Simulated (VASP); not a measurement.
# Zn7O (P-3m1) in VASP: further runs

Runs on Zn7O. Level: PBE. Tasks: single point, relaxation of cell and atoms.

Everything below comes from runs of VASP 6.6.1. Logs are shortened: lines on timing, memory, paths and dates and some standing lists are left out, and cuts for length are marked.

## Step 1: The cell of the first run

The structure is trigonal, space group P-3m1 (No. 164). The conventional cell has a = 2.917 Å, b = 2.917 Å, c = 15.440 Å, α = 90.00°, β = 90.00°, γ = 120.00°. Within 3.0 Å of Zn (site symmetry 3m) lie 3 O at 2.16 Å and 9 Zn at 2.69 to 2.92 Å. Within 3.6 Å of Zn (site symmetry 3m) lie 12 Zn at 2.69 to 2.92 Å and 1 O at 3.46 Å. Zn (site symmetry 3m) has 12 Zn at 2.72 to 2.92 Å within 3.6 Å. Zn (site symmetry -3m) has 12 Zn at 2.72 to 2.92 Å within 3.6 Å. O (site symmetry -3m) has 6 Zn at 2.16 Å and 6 O at 2.92 Å within 3.0 Å.

## Step 2: Single point, PBE

File INCAR:

```
SYSTEM = Zn7O
ALGO = Normal
EDIFF = 1E-7
ENCUT = 520
GGA = PE
ISIF = 2
ISMEAR = 0
LASPH = .TRUE.
LCHARG = .FALSE.
LREAL = .FALSE.
LWAVE = .FALSE.
NBANDS = 55
NELM = 60
PREC = Accurate
SIGMA = 0.2
```

File KPOINTS:

```
k-points
0
G
  7 7 1
  0 0 0
```

File POSCAR:

```
Zn7O
1.0
    2.9168950109      0.0000000000      0.0000000000
   -1.4584475054      2.5261051796      0.0000000000
    0.0000000000      0.0000000000     15.4403062468
Zn O
7 1
Direct
    0.6666666667      0.3333333333      0.9123726825
    0.3333333333      0.6666666667      0.0876273175
    0.0000000000      0.0000000000      0.2238310074
    0.3333333333      0.6666666667      0.3620519494
    0.0000000000      0.0000000000      0.7761689926
    0.6666666667      0.3333333333      0.6379480506
    0.0000000000      0.0000000000      0.5000000000
    0.0000000000      0.0000000000      0.0000000000
```

Potentials or basis: VASP PAW PBE potentials, release 64 (Zn, O).

Launch:

```bash
cat potpaw_PBE.64/Zn/POTCAR potpaw_PBE.64/O/POTCAR > POTCAR
mpirun -np 1 vasp_std > vasp.out
```

OUTCAR:

```text
SYSTEM = Zn7O
   EDIFF = 1E-7
   ENCUT = 520
   GGA = PE
   ISIF = 2
   ISMEAR = 0
   LASPH = .TRUE.
   LREAL = .FALSE.
   NELM = 60
   PREC = Accurate

 ion  position               nearest neighbor table
   1  0.667  0.333  0.912-   8 2.16   8 2.16   8 2.16   5 2.69   5 2.69   5 2.69
   2  0.333  0.667  0.088-   8 2.16   8 2.16   8 2.16   3 2.69   3 2.69   3 2.69
   3  0.000  0.000  0.224-   2 2.69   2 2.69   2 2.69   4 2.72   4 2.72   4 2.72
   4  0.333  0.667  0.362-   7 2.72   7 2.72   7 2.72   3 2.72   3 2.72   3 2.72
   5  0.000  0.000  0.776-   1 2.69   1 2.69   1 2.69   6 2.72   6 2.72   6 2.72
   6  0.667  0.333  0.638-   7 2.72   7 2.72   7 2.72   5 2.72   5 2.72   5 2.72
   7  0.000  0.000  0.500-   4 2.72   6 2.72   4 2.72   6 2.72   6 2.72   4 2.72
   8  0.000  0.000  0.000-   1 2.16   2 2.16   2 2.16   1 2.16   1 2.16   2 2.16

  LATTYP: Found a hexagonal cell.
 ALAT       =     2.9168950109
 C/A-ratio  =     5.2934048669

  Lattice vectors:

 A1 = (   2.9168950109,   0.0000000000,   0.0000000000)
 A2 = (  -1.4584475054,   2.5261051796,   0.0000000000)
 A3 = (   0.0000000000,   0.0000000000,  15.4403062468)

Analysis of symmetry for initial positions (statically):
=====================================================================
 Subroutine PRICEL returns:
 Original cell was already a primitive cell.

 Routine SETGRP: Setting up the symmetry group for a
 hexagonal supercell.

 Subroutine GETGRP returns: Found 12 space group operations
 (whereof 12 operations were pure point group operations)
 out of a pool of 24 trial point group operations.

The static configuration has the point symmetry D_3d.

Analysis of symmetry for dynamics (positions and initial velocities):
=====================================================================
 Subroutine PRICEL returns:
 Original cell was already a primitive cell.

 Routine SETGRP: Setting up the symmetry group for a
 hexagonal supercell.

 Subroutine GETGRP returns: Found 12 space group operations
 (whereof 12 operations were pure point group operations)
 out of a pool of 24 trial point group operations.

The dynamic configuration has the point symmetry D_3d.

 Subroutine INISYM returns: Found 12 space group operations
 (whereof 12 operations are pure point group operations),
 and found     1 'primitive' translations

----------------------------------------------------------------------------------------

                                     Primitive cell

  volume of cell :     113.7701

  direct lattice vectors                    reciprocal lattice vectors
     2.916895011  0.000000000  0.000000000     0.342830303  0.197933168  0.000000000
    -1.458447505  2.526105180  0.000000000     0.000000000  0.395866335  0.000000000
     0.000000000  0.000000000 15.440306247     0.000000000  0.000000000  0.064765555

  length of vectors
     2.916895011  2.916895011 15.440306247     0.395866335  0.395866335  0.064765555

  position of ions in fractional coordinates (direct lattice)
     0.666666667  0.333333333  0.912372682
     0.333333333  0.666666667  0.087627318
     0.000000000  0.000000000  0.223831007
     0.333333333  0.666666667  0.362051949
     0.000000000  0.000000000  0.776168993
     0.666666667  0.333333333  0.637948051
     0.000000000  0.000000000  0.500000000
     0.000000000  0.000000000  0.000000000

  ion indices of the primitive-cell ions
   primitive index   ion index
                 1           1
                 2           2
                 3           3
                 4           4
                 5           5
                 6           6
                 7           7
                 8           8

----------------------------------------------------------------------------------------

 KPOINTS: k-points

Automatic generation of k-mesh.
 Grid dimensions read from file:
 generate k-points for:    7    7    1

 Generating k-lattice:

  Cartesian coordinates                     Fractional coordinates (reciprocal lattice)
     0.048975758  0.028276167  0.000000000     0.142857143 -0.000000000  0.000000000
     0.000000000  0.056552334  0.000000000     0.000000000  0.142857143  0.000000000
     0.000000000  0.000000000  0.064765555     0.000000000  0.000000000  1.000000000

  Length of vectors
     0.056552334  0.056552334  0.064765555

  Shift w.r.t. Gamma in fractional coordinates (k-lattice)
     0.000000000  0.000000000  0.000000000

 Subroutine IBZKPT returns following result:
 ===========================================

 Found      8 irreducible k-points:

 Following reciprocal coordinates:
            Coordinates               Weight
  0.000000  0.000000  0.000000      1.000000
  0.142857  0.000000  0.000000      6.000000
  0.285714  0.000000  0.000000      6.000000
  0.428571  0.000000  0.000000      6.000000
  0.142857  0.142857  0.000000      6.000000
  0.285714  0.142857  0.000000     12.000000
  0.428571  0.142857  0.000000      6.000000
  0.285714  0.285714  0.000000      6.000000
   k-points           NKPTS =      8   k-points in BZ     NKDIM =      8   number of bands    NBANDS=     55
   number of dos      NEDOS =    301   number of ions     NIONS =      8
   total plane-waves  NPLWV =  69120
   dimension x,y,z NGX =    24 NGY =   24 NGZ =  120
   dimension x,y,z NGXF=    48 NGYF=   48 NGZF=  240
   ions per type =               7   1
   NGX,Y,Z   is equivalent  to a cutoff of  13.68, 13.68, 12.92 a.u.
   NGXF,Y,Z  is equivalent  to a cutoff of  27.36, 27.36, 25.84 a.u.
 SYSTEM =  Zn7O
   PREC   = accura    normal or accurate (medium, high low for compatibility)
   ISTART =      0    job   : 0-new  1-cont  2-samecut
   ICHARG =      2    charge: 1-file 2-atom 10-const
   ISPIN  =      1    spin polarized calculation?
   LNONCOLLINEAR =      F non collinear calculations
   LSORBIT =      F    spin-orbit coupling
   LASPH  =      T    aspherical Exc in radial PAW
   ENCUT  =  520.0 eV  38.22 Ry    6.18 a.u.   5.42  5.42 28.71*2*pi/ulx,y,z
   NELM   =     60;   NELMIN=  2; NELMDL= -5     # of ELM steps
   EDIFF  = 0.1E-06   stopping-criterion for ELM
   LREAL  =      F    real-space projection
   EDIFFG = 0.1E-05   stopping-criterion for IOM
   NSW    =      0    number of steps for IOM
   IBRION =     -1    ionic relax: 0-MD 1-quasi-New 2-CG
   NFREE  =      0    steps in history (QN), initial steepest desc. (CG)
   ISIF   =      2    stress and relaxation
   ISYM   =      2    0-nonsym 1-usesym 2-fastsym
   POTIM  = 0.5000    time-step for ionic-motion
   TEBEG  =    0.0;   TEEND  =   0.0 temperature during run
   PSTRESS=    0.0 pullay stress
   NELECT =      90.0000    total number of electrons
   NUPDOWN=      -1.0000    fix difference up-down
   EMIN   =  10.00;   EMAX   =-10.00  energy-range for DOS
   EFERMI =   0.00;   METHOD = LEGACY
   ISMEAR =     0;   SIGMA  =   0.20  broadening in eV -4-tet -1-fermi 0-gaus
   EFERMI_NEDOS =   21; number of points for ismear=-14 and -15
   IALGO  =     38    algorithm
   IMIX   =      4    mixing-type and parameters
     AMIX     =   0.40;   BMIX     =  1.00
     AMIX_MAG =   1.60;   BMIX_MAG =  1.00
  volume/ion in A,a.u.               =      14.22        95.97
  Fermi-wavevector in a.u.,A,eV,Ry     =   1.514071  2.861180 31.190152  2.292411
  Thomas-Fermi vector in A             =   2.623778
   LORBIT       =      0    0 simple, 1 ext, 2 COOP (PROOUT), +10 PAW based schemes
   GGA     = PE    functional components
   LHFCALC =     F    Hartree Fock is set to
   AEXX    =    0.0000 exact exchange contribution
   IVDW    =     0    specifies the selected vdW correction
   LEPSILON=     F    determine dielectric tensor
   LRPA    =     F    only Hartree local field effects (RPA)
 non-spin polarized calculation
 Gauss-broadening in eV      SIGMA  =   0.20
  energy-cutoff  :      520.00
  volume of cell :      113.77
 maximum number of plane-waves:      3129
 NGX is ok and might be reduce to    24
   NGX = 11   NGY = 11   NGZ = 57

 number of electron      90.0000023 magnetization

 Free energy of the ion-electron system (eV)
  ---------------------------------------------------
  ext. energy  EPLUGINS =         0.00000000
  ---------------------------------------------------
  free energy    TOTEN  =       -14.45443732 eV

  energy without entropy =      -14.40398652  energy(sigma->0) =      -14.42921192

 E-fermi :   3.3854     XC(G=0): -11.5546

 val. band max:        3.2806417864   @ k =   0.4286   0.1429   0.0000
 cond. band min:       3.3921112276   @ k =   0.2857   0.2857   0.0000
 fundamental gap:      0.1114694411
 Fermi energy:         3.3853502447

 k-point     1 :       0.0000    0.0000    0.0000
  band No.  band energies     occupation
      1     -16.6213      2.00000
      2      -6.7385      2.00000
      3      -6.6302      2.00000
      4      -5.5547      2.00000
      5      -5.4402      2.00000
      6      -4.9878      2.00000
[... 47 lines left out ...]
     54      16.0203      0.00000
     55      16.8883      0.00000

 k-point     2 :       0.1429    0.0000    0.0000
  band No.  band energies     occupation
      1     -16.4564      2.00000
      2      -6.2716      2.00000
      3      -6.1877      2.00000
      4      -5.2660      2.00000
      5      -5.1575      2.00000
      6      -4.8690      2.00000
[... 47 lines left out ...]
     54      13.7551      0.00000
     55      13.9670      0.00000

 k-point     3 :       0.2857    0.0000    0.0000
  band No.  band energies     occupation
      1     -16.0581      2.00000
      2      -5.3661      2.00000
      3      -5.2143      2.00000
      4      -4.9889      2.00000
      5      -4.9474      2.00000
      6      -4.8234      2.00000
[... 47 lines left out ...]
     54      11.5978      0.00000
     55      11.6634      0.00000

 k-point     4 :       0.4286    0.0000    0.0000
  band No.  band energies     occupation
      1     -15.7045      2.00000
      2      -5.4249      2.00000
      3      -5.0379      2.00000
      4      -5.0289      2.00000
      5      -4.9881      2.00000
      6      -4.9219      2.00000
[... 47 lines left out ...]
     54       9.8130      0.00000
     55      10.4193      0.00000

 k-point     5 :       0.1429    0.1429    0.0000
  band No.  band energies     occupation
      1     -16.1735      2.00000
      2      -5.4701      2.00000
      3      -5.4641      2.00000
      4      -4.9779      2.00000
      5      -4.9377      2.00000
      6      -4.7682      2.00000
[... 47 lines left out ...]
     54      10.4999      0.00000
     55      11.0593      0.00000

 k-point     6 :       0.2857    0.1429    0.0000
  band No.  band energies     occupation
      1     -15.7900      2.00000
      2      -5.1893      2.00000
      3      -4.9367      2.00000
      4      -4.9069      2.00000
      5      -4.8798      2.00000
      6      -4.8217      2.00000
[... 47 lines left out ...]
     54       8.6443      0.00000
     55       9.1008      0.00000

 k-point     7 :       0.4286    0.1429    0.0000
  band No.  band energies     occupation
      1     -15.6062      2.00000
      2      -5.3077      2.00000
      3      -4.9841      2.00000
      4      -4.9535      2.00000
      5      -4.9348      2.00000
      6      -4.8508      2.00000
[... 47 lines left out ...]
     54       8.5233      0.00000
     55       8.6803      0.00000

 k-point     8 :       0.2857    0.2857    0.0000
  band No.  band energies     occupation
      1     -15.5657      2.00000
      2      -5.0355      2.00000
      3      -4.9319      2.00000
      4      -4.8699      2.00000
      5      -4.8331      2.00000
      6      -4.8013      2.00000
[... 47 lines left out ...]
     54       7.4775      0.00000
     55       7.7938      0.00000

------------------------ aborting loop because EDIFF is reached ----------------------------------------

  FORCE on cell =-STRESS in cart. coord.  units (eV):
  Direction    XX          YY          ZZ          XY          YZ          ZX
  --------------------------------------------------------------------------------------
  -------------------------------------------------------------------------------------
  Total        0.5126370      0.5126370     -0.0903909      0.0000000      0.0000000      0.0000000
  in kB        7.2192552      7.2192552     -1.2729373      0.0000000      0.0000000      0.0000000
  external PRESSURE =       4.3885244 kB  Pullay stress =       0.0000000 kB

 VOLUME and BASIS-vectors are now :
 -----------------------------------------------------------------------------
  energy-cutoff  :      520.00
  volume of cell :      113.77
      direct lattice vectors                 reciprocal lattice vectors
     2.916895011  0.000000000  0.000000000     0.342830303  0.197933168  0.000000000
    -1.458447505  2.526105180  0.000000000     0.000000000  0.395866335  0.000000000
     0.000000000  0.000000000 15.440306247     0.000000000  0.000000000  0.064765555

 POSITION                                       TOTAL-FORCE (eV/Angst)
 -----------------------------------------------------------------------------------
      1.45845      0.84204     14.08731        -0.000000     -0.000000     -0.062109
     -0.00000      1.68407      1.35299         0.000000     -0.000000      0.062109
      0.00000      0.00000      3.45602         0.000000     -0.000000      0.008380
     -0.00000      1.68407      5.59019         0.000000      0.000000      0.020655
      0.00000      0.00000     11.98429        -0.000000      0.000000     -0.008380
      1.45845      0.84204      9.85011        -0.000000     -0.000000     -0.020655
      0.00000      0.00000      7.72015         0.000000     -0.000000      0.000000
      0.00000      0.00000      0.00000         0.000000     -0.000000      0.000000
 -----------------------------------------------------------------------------------
    total drift:                                0.000000     -0.000000      0.000000

  FREE ENERGIE OF THE ION-ELECTRON SYSTEM (eV)
  ---------------------------------------------------
  free  energy   TOTEN  =       -14.4544373152 eV

  energy  without entropy=      -14.4039865197  energy(sigma->0) =      -14.42921192
```

Run time: 2.4 min. Hardware: 1 thread of AMD EPYC 7R13, shared host; peak memory 0.22 GiB.

What came out:

| Property | Result |
| --- | --- |
| Free energy | -14.4544 eV |
| Pressure | 0.4 GPa |
| Largest force | 0.062 eV/Å |
| Band gap on the k mesh | zero (bands 45 and 46 overlap by 1.27 eV) |

Forces in eV/Å, atoms in the order of the input:
```
Zn   0.000  0.000 -0.062
Zn   0.000  0.000  0.062
Zn   0.000  0.000  0.008
Zn   0.000  0.000  0.021
Zn   0.000  0.000 -0.008
Zn   0.000  0.000 -0.021
Zn   0.000  0.000  0.000
O    0.000  0.000  0.000
```

Levels at points of the mesh, in eV from the Fermi level:
```csv
k point,band 41,band 42,band 43,band 44,band 45,band 46,band 47,band 48,band 49,band 50
"(0.00, 0.00, 0.00)",-5.53,-5.20,-2.56,-2.50,-2.50,-0.52,2.98,3.10,7.82,8.19
```

Caveat: the k points lie up to 0.41 Å⁻¹ apart, too coarse for converged energies and pressures of a metal.

(Part 1 of 2 ends here.)
